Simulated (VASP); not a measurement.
# BeS (Fm-3m) in VASP: notebook

Aim: see how the results for BeS move with the level of theory and the settings. Levels: r2SCAN, r2SCAN+D3(BJ). Tasks: single point.

All numbers are computed with VASP 6.6.1; they aren't measurements. Logs are shortened: lines on timing, memory, paths and dates and some standing lists are left out, and cuts for length are marked.

## Step 1: The cell of the first run

Symmetry: Fm-3m, No. 225, cubic system. The conventional cell has a = 4.635 Å, b = 4.635 Å, c = 4.635 Å, α = 90.00°, β = 90.00°, γ = 90.00°. Within 3.1 Å of Be (site symmetry m-3m) lie 6 S at 2.32 Å. Within 3.1 Å of S (site symmetry m-3m) lie 6 Be at 2.32 Å.

## Step 2: Single point, r2SCAN

The input, POSCAR:

```
BeS
1.0
    0.0000000000      2.3172971951      2.3172971951
    2.3172971951      0.0000000000      2.3172971951
    2.3172971951      2.3172971951      0.0000000000
Be S
1 1
Direct
    0.0000000000      0.0000000000      0.0000000000
    0.5000000000      0.5000000000      0.5000000000
```

The input, INCAR.step1:

```
SYSTEM = BeS
  PREC = Accurate
  ENCUT = 520
  ISMEAR = 1
  SIGMA = 0.5
  LREAL = .False.
  LASPH = .True.
  NELM = 100
  NBANDS = 11
  GGA = PE
  ALGO = Normal
  EDIFF = 1E-4
  LWAVE = .True.
  LCHARG = .False.
```

The input, INCAR.step2:

```
SYSTEM = BeS
  PREC = Accurate
  ENCUT = 520
  EDIFF = 1E-6
  ISMEAR = 1
  SIGMA = 0.5
  LREAL = .False.
  LASPH = .True.
  NELM = 100
  ALGO = Normal
  ISIF = 2
  LWAVE = .False.
  LCHARG = .False.
  METAGGA = R2SCAN
  LMIXTAU = .True.
  NBANDS = 11
  ISTART = 1
```

The input, KPOINTS:

```
regular mesh
0
Gamma
  6 6 6
  0 0 0
```

Potentials or basis: VASP PAW PBE potentials, release 64 (Be, S).

On the command line:

```console
> cat potpaw_PBE.64/Be/POTCAR potpaw_PBE.64/S/POTCAR > POTCAR
> cp INCAR.step1 INCAR
> mpirun -np 1 vasp_std > vasp.out
> cp INCAR.step2 INCAR
> mpirun -np 1 vasp_std > vasp.out
```

OUTCAR:

```text
SYSTEM = BeS
   PREC = Accurate
   ENCUT = 520
   EDIFF = 1E-6
   ISMEAR = 1
   LREAL = .False.
   LASPH = .True.
   NELM = 100
   ISIF = 2
   METAGGA = R2SCAN
   ISTART = 1

 ion  position               nearest neighbor table
   1  0.000  0.000  0.000-   2 2.32   2 2.32   2 2.32   2 2.32   2 2.32   2 2.32
   2  0.500  0.500  0.500-   1 2.32   1 2.32   1 2.32   1 2.32   1 2.32   1 2.32

  LATTYP: Found a face centered cubic cell.
 ALAT       =     4.6345943902

  Lattice vectors:

 A1 = (   0.0000000000,   2.3172971951,   2.3172971951)
 A2 = (   2.3172971951,   0.0000000000,   2.3172971951)
 A3 = (   2.3172971951,   2.3172971951,   0.0000000000)

Analysis of symmetry for initial positions (statically):
[... 5 lines left out ...]
 face centered cubic supercell.

 Subroutine GETGRP returns: Found 48 space group operations
 (whereof 48 operations were pure point group operations)
 out of a pool of 48 trial point group operations.

The static configuration has the point symmetry O_h .

Analysis of symmetry for dynamics (positions and initial velocities):
[... 5 lines left out ...]
 face centered cubic supercell.

 Subroutine GETGRP returns: Found 48 space group operations
 (whereof 48 operations were pure point group operations)
 out of a pool of 48 trial point group operations.

The dynamic configuration has the point symmetry O_h .

 Subroutine INISYM returns: Found 48 space group operations
 (whereof 48 operations are pure point group operations),
 and found     1 'primitive' translations

----------------------------------------------------------------------------------------

                                     Primitive cell

  volume of cell :      24.8872

  direct lattice vectors                    reciprocal lattice vectors
     0.000000000  2.317297195  2.317297195    -0.215768612  0.215768612  0.215768612
     2.317297195  0.000000000  2.317297195     0.215768612 -0.215768612  0.215768612
     2.317297195  2.317297195  0.000000000     0.215768612  0.215768612 -0.215768612

  length of vectors
     3.277153121  3.277153121  3.277153121     0.373722199  0.373722199  0.373722199

  position of ions in fractional coordinates (direct lattice)
     0.000000000  0.000000000  0.000000000
     0.500000000  0.500000000  0.500000000

  ion indices of the primitive-cell ions
   primitive index   ion index
                 1           1
                 2           2

----------------------------------------------------------------------------------------
[... 66 lines left out ...]
   NFREE  =      0    steps in history (QN), initial steepest desc. (CG)
   ISIF   =      2    stress and relaxation
   ISYM   =      2    0-nonsym 1-usesym 2-fastsym
   POTIM  = 0.5000    time-step for ionic-motion
   TEBEG  =    0.0;   TEEND  =   0.0 temperature during run
   PSTRESS=    0.0 pullay stress
   NELECT =       8.0000    total number of electrons
   NUPDOWN=      -1.0000    fix difference up-down
   EMIN   =  10.00;   EMAX   =-10.00  energy-range for DOS
   EFERMI =   0.00;   METHOD = LEGACY
   ISMEAR =     1;   SIGMA  =   0.50  broadening in eV -4-tet -1-fermi 0-gaus
   EFERMI_NEDOS =   21; number of points for ismear=-14 and -15
   IALGO  =     38    algorithm
   IMIX   =      4    mixing-type and parameters
     AMIX     =   0.40;   BMIX     =  1.00
     AMIX_MAG =   1.60;   BMIX_MAG =  1.00
  volume/ion in A,a.u.               =      12.44        83.97
  Fermi-wavevector in a.u.,A,eV,Ry     =   1.121450  2.119232 17.111356  1.257649
  Thomas-Fermi vector in A             =   2.258103
   LORBIT       =      0    0 simple, 1 ext, 2 COOP (PROOUT), +10 PAW based schemes
   METAGGA = R2SCAN    functional components
   LHFCALC =     F    Hartree Fock is set to
   AEXX    =    0.0000 exact exchange contribution
   IVDW    =     0    specifies the selected vdW correction
   LEPSILON=     F    determine dielectric tensor
   LRPA    =     F    only Hartree local field effects (RPA)
 non-spin polarized calculation
 Methfessel and Paxton  Order N= 1 SIGMA  =   0.50
  energy-cutoff  :      520.00
  volume of cell :       24.89
 maximum number of plane-waves:       692
   NGX = 13   NGY = 13   NGZ = 13

 number of electron       7.9999998 magnetization

 Free energy of the ion-electron system (eV)
  ---------------------------------------------------
  ext. energy  EPLUGINS =         0.00000000
  ---------------------------------------------------
  free energy    TOTEN  =       -13.53524021 eV

  energy without entropy =      -13.54582195  energy(sigma->0) =      -13.53876746

 E-fermi :   6.6904     XC(G=0): -11.0876

 val. band max:        6.4358426413   @ k =  -0.1667   0.1667   0.0000
 cond. band min:       7.7837459333   @ k =   0.5000   0.5000   0.0000
 fundamental gap:      1.3479032920
 Fermi energy:         6.6903799204

 k-point     1 :       0.0000    0.0000    0.0000
  band No.  band energies     occupation
      1      -9.3015      2.00000
      2       6.1743      2.05629
      3       6.1743      2.05629
      4       6.1743      2.05629
      5      12.6462     -0.00000
      6      15.8265     -0.00000
      7      15.8265     -0.00000
      8      15.8265     -0.00000
      9      17.0963      0.00000
     10      17.0963      0.00000
     11      17.0963      0.00000
[... 197 lines left out ...]
 k-point    16 :      -0.3333    0.5000    0.1667
  band No.  band energies     occupation
      1      -5.8349      2.00000
      2       0.1378      2.00000
      3       1.8487      2.00000
      4       2.5672      2.00000
      5      10.0269     -0.00000
      6      13.9691     -0.00000
      7      14.8401     -0.00000
      8      18.9753      0.00000
      9      20.0926      0.00000
     10      22.3009      0.00000
     11      25.4561      0.00000

------------------------ aborting loop because EDIFF is reached ----------------------------------------

  FORCE on cell =-STRESS in cart. coord.  units (eV):
  Direction    XX          YY          ZZ          XY          YZ          ZX
  --------------------------------------------------------------------------------------
  -------------------------------------------------------------------------------------
  Total       -0.0023055     -0.0023055     -0.0023055      0.0000000      0.0000000     -0.0000000
  in kB       -0.1484235     -0.1484235     -0.1484235      0.0000000      0.0000000     -0.0000000
  external PRESSURE =      -0.1484235 kB  Pullay stress =       0.0000000 kB

 VOLUME and BASIS-vectors are now :
 -----------------------------------------------------------------------------
  energy-cutoff  :      520.00
  volume of cell :       24.89
      direct lattice vectors                 reciprocal lattice vectors
     0.000000000  2.317297195  2.317297195    -0.215768612  0.215768612  0.215768612
     2.317297195  0.000000000  2.317297195     0.215768612 -0.215768612  0.215768612
     2.317297195  2.317297195  0.000000000     0.215768612  0.215768612 -0.215768612

 POSITION                                       TOTAL-FORCE (eV/Angst)
 -----------------------------------------------------------------------------------
      0.00000      0.00000      0.00000         0.000000      0.000000     -0.000000
      2.31730      2.31730      2.31730        -0.000000     -0.000000      0.000000
 -----------------------------------------------------------------------------------
    total drift:                               -0.000000     -0.000000      0.000000

  FREE ENERGIE OF THE ION-ELECTRON SYSTEM (eV)
  ---------------------------------------------------
  free  energy   TOTEN  =       -13.5352402119 eV

  energy  without entropy=      -13.5458219496  energy(sigma->0) =      -13.53876746
```

OUTCAR.step1:

```text
SYSTEM = BeS
   PREC = Accurate
   ENCUT = 520
   ISMEAR = 1
   LREAL = .False.
   LASPH = .True.
[... 434 lines left out ...]
      0.00000      0.00000      0.00000        -0.000000      0.000000      0.000000
      2.31730      2.31730      2.31730         0.000000     -0.000000     -0.000000
 -----------------------------------------------------------------------------------
    total drift:                               -0.000000     -0.000000      0.000000

  FREE ENERGIE OF THE ION-ELECTRON SYSTEM (eV)
  ---------------------------------------------------
  free  energy   TOTEN  =        -8.8749006476 eV

  energy  without entropy=       -8.8866044373  energy(sigma->0) =       -8.87880191
```

Run time: 12 s. Hardware: 1 thread of Intel Xeon Platinum 8488C (Sapphire Rapids), shared host; peak memory 0.13 GiB.

What came out:

- Free energy: -13.5352 eV
- Pressure: 0.0 GPa
- Band gap on the k mesh: 1.35 eV, indirect (least direct gap 4.59 eV)

Caveat: the PAW data sets were made with another functional, which shifts forces and pressure a little. A k mesh can miss the band edges.

## Step 3: Single point, r2SCAN

POSCAR is that of step 2.

The input, INCAR.step1:

```
SYSTEM = BeS
PREC = Accurate
ENCUT = 520
ISMEAR = 1
SIGMA = 0.2
LREAL = .FALSE.
LASPH = .TRUE.
NELM = 60
NBANDS = 11
GGA = PE
ALGO = Normal
EDIFF = 1E-4
LWAVE = .TRUE.
LCHARG = .FALSE.
```

The input, INCAR.step2:

```
SYSTEM = BeS
PREC = Accurate
ENCUT = 520
EDIFF = 1E-7
ISMEAR = 1
SIGMA = 0.2
LREAL = .FALSE.
LASPH = .TRUE.
NELM = 60
ALGO = Normal
ISIF = 2
LWAVE = .FALSE.
LCHARG = .TRUE.
METAGGA = R2SCAN
LMIXTAU = .TRUE.
LELF = .TRUE.
LVHAR = .TRUE.
NBANDS = 11
ISTART = 1
```

The input, KPOINTS:

```
Automatic mesh
0
G
  6 6 6
  0 0 0
```

Potentials or basis: VASP PAW PBE potentials, release 64 (Be, S).

On the command line:

```console
> cat potpaw_PBE.64/Be/POTCAR potpaw_PBE.64/S/POTCAR > POTCAR
> cp INCAR.step1 INCAR
> mpirun -np 1 vasp_std > vasp.out
> cp INCAR.step2 INCAR
> mpirun -np 1 vasp_std > vasp.out
```

Wall time 12 s (1 thread of Intel Xeon Platinum 8488C (Sapphire Rapids), shared host); peak memory 0.13 GiB.

Results (log left out):

```
Free energy            : -13.5383 eV
Pressure               : 0.1 GPa
Band gap on the k mesh : 1.35 eV, indirect (least direct gap 4.59 eV)
```

Levels at points of the mesh, in eV from the valence-band top:
```tsv
k point	band 2	band 3	band 4	band 5	band 6	band 7
(0.00, 0.00, 0.00)	-0.26	-0.26	-0.26	6.21	9.39	9.39
(0.50, 0.00, 0.00)	-7.43	-0.53	-0.53	4.48	4.48	4.85
(0.50, 0.50, 0.00)	-6.94	-3.25	-3.25	1.35	4.86	12.98
```

Caveat: the PAW data sets were made with another functional, which shifts forces and pressure a little. r2SCAN opens gaps a little over a GGA but as a rule still falls short of measured ones.

## Step 4: Single point, r2SCAN+D3(BJ)

POSCAR is that of step 3.

The input, INCAR.step1:

```
SYSTEM = BeS
PREC     = Accurate       ! precision mode
ENCUT    = 520            ! plane-wave cutoff, eV
ISMEAR   = 0              ! smearing method
SIGMA    = 0.01           ! smearing width, eV
LREAL    = .FALSE.        ! projectors in reciprocal space
LASPH    = .TRUE.         ! aspherical terms in the spheres
NELM     = 60             ! most SCF steps
NBANDS   = 11             ! bands
GGA      = PE             ! functional
ALGO     = Normal         ! electronic algorithm
EDIFF    = 1E-4           ! SCF threshold, eV
LWAVE    = .TRUE.         ! write WAVECAR
LCHARG   = .FALSE.        ! write CHGCAR
```

The input, INCAR.step2:

```
SYSTEM = BeS
PREC     = Accurate       ! precision mode
ENCUT    = 520            ! plane-wave cutoff, eV
EDIFF    = 1E-6           ! SCF threshold, eV
ISMEAR   = 0              ! smearing method
SIGMA    = 0.01           ! smearing width, eV
LREAL    = .FALSE.        ! projectors in reciprocal space
LASPH    = .TRUE.         ! aspherical terms in the spheres
NELM     = 60             ! most SCF steps
ALGO     = Normal         ! electronic algorithm
ISIF     = 2              ! what is computed and relaxed
LWAVE    = .FALSE.        ! write WAVECAR
LCHARG   = .TRUE.         ! write CHGCAR
METAGGA  = R2SCAN         ! meta-GGA
LMIXTAU  = .TRUE.       
IVDW     = 12             ! dispersion correction
VDW_S6   = 1.0          
VDW_S8   = 0.78981345   
VDW_A1   = 0.49484001   
VDW_A2   = 5.73083694   
LELF     = .TRUE.         ! ELF
LVHAR    = .TRUE.       
NBANDS   = 11             ! bands
ISTART   = 1
```

The input, KPOINTS:

```
regular mesh
0
G
  6 6 6
  0 0 0
```

On the command line:

```console
> cat potpaw_PBE.64/Be/POTCAR potpaw_PBE.64/S/POTCAR > POTCAR
> cp INCAR.step1 INCAR
> mpirun -np 1 vasp_std > vasp.out
> cp INCAR.step2 INCAR
> mpirun -np 1 vasp_std > vasp.out
```

It took 15 s on 1 thread of Intel Xeon Platinum 8488C (Sapphire Rapids), shared host; peak memory 0.14 GiB.

It converged, with:

| Property | Result |
| --- | --- |
| Free energy | -13.8616 eV |
| Pressure | -2.1 GPa |
| Band gap on the k mesh | 1.35 eV, indirect (least direct gap 4.59 eV) |
| Dispersion energy per atom | -0.161 eV |

Levels at points of the mesh, in eV from the valence-band top:
| k point | band 2 | band 3 | band 4 | band 5 | band 6 | band 7 |
| --- | --- | --- | --- | --- | --- | --- |
| (0.00, 0.00, 0.00) | -0.26 | -0.26 | -0.26 | 6.21 | 9.39 | 9.39 |
| (0.50, 0.00, 0.00) | -7.43 | -0.53 | -0.53 | 4.48 | 4.48 | 4.85 |
| (0.50, 0.50, 0.00) | -6.94 | -3.25 | -3.25 | 1.35 | 4.86 | 12.98 |

Caveat: the PAW data sets were made with another functional, which shifts forces and pressure a little. r2SCAN opens gaps a little over a GGA but as a rule still falls short of measured ones.

## Step 5: Summary

| level | smearing | gap on the mesh (eV) | pressure (GPa) |
| --- | --- | --- | --- |
| r2SCAN | methfessel-paxton 0.5 eV | 1.35 | 0.0 |
| r2SCAN | methfessel-paxton 0.2 eV | 1.35 | 0.1 |
| r2SCAN+D3(BJ) | gaussian 0.01 eV | 1.35 | -2.1 |

Alike in all rows: task single point; potentials or basis VASP PAW PBE potentials, release 64 (Be, S); no spin polarisation; cell as given; k mesh 6 × 6 × 6; cutoff (eV) 520.

On the cell as given the gap runs from 1.35 eV (r2SCAN) to 1.35 eV (r2SCAN). The pressure there spans -2.1 GPa (r2SCAN+D3(BJ)) to 0.1 GPa (r2SCAN); a positive pressure means that this level wants a larger cell, a negative one a smaller.

Caveats: the PAW data sets were made with another functional, which shifts forces and pressure a little.

Absolute energies hang on the potentials; compare differences alone.
